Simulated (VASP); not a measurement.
# Ba: electric field gradients with PBEsol

The system is Ba.

```xyz
1
Lattice="-2.5254 2.5254 2.4500 2.5254 -2.5254 2.4500 2.5254 2.5254 -2.4500" Properties=species:S:1:pos:R:3 pbc="T T T"
Ba    0.0000    0.0000    0.0000
```

```
Program                : VASP 6.6.1
Task                   : electric field gradients
Functional             : PBEsol
Potentials or basis    : VASP PAW PBE potentials, release 64 (Ba_sv)
Cutoff                 : 520 eV
k mesh                 : 10 × 10 × 10
Occupations            : fermi-dirac, width 0.05 eV
Spin                   : no spin polarisation
Dipole correction      : no
Further INCAR settings : ALGO = Normal; EDIFF = 1e-08; NBANDS = 11
```

```
Pressure               : -0.5 GPa
Band gap on the k mesh : zero (band 5 reaches 1.94 eV, above the bottom of band 6 at 1.04 eV)
```

Stress tensor (GPa, compression positive):
```
-0.59  0.00  0.00
 0.00 -0.59  0.00
 0.00  0.00 -0.44
```

Levels at points of the mesh, in eV from the Fermi level:
```csv
k point,band 1,band 2,band 3,band 4,band 5,band 6,band 7,band 8,band 9,band 10
"(0.00, 0.00, 0.00)",-28.83,-13.76,-13.76,-13.76,-2.76,1.71,1.90,1.90,3.14,3.41
"(0.50, 0.00, 0.00)",-28.79,-14.23,-13.92,-13.77,-0.89,0.62,1.33,3.29,3.91,5.30
"(0.50, 0.50, 0.00)",-28.79,-14.24,-13.90,-13.75,-0.91,0.82,1.23,3.07,3.74,5.27
"(0.50, 0.50, 0.50)",-28.75,-14.10,-14.10,-14.07,-0.56,-0.51,4.28,4.28,4.61,4.77
```

Electric field gradients, principal values (V/Å²):
```tsv
atom	least	middle	greatest (by size)
1 Ba	-0.203	-0.203	0.407
```

Run time: 29 s on 1 thread of AMD EPYC 9R45 96-Core Processor (Zen 5) (shared host), peak memory 0.19 GiB.

Caveat: without QUAD_EFG the Cq values of the log hold for a quadrupole moment of 1 mb, not for the nuclei; the PAW data sets were made with another functional, which shifts forces and pressure a little; spin-orbit coupling is left out, which moves the levels of the heavy elements.
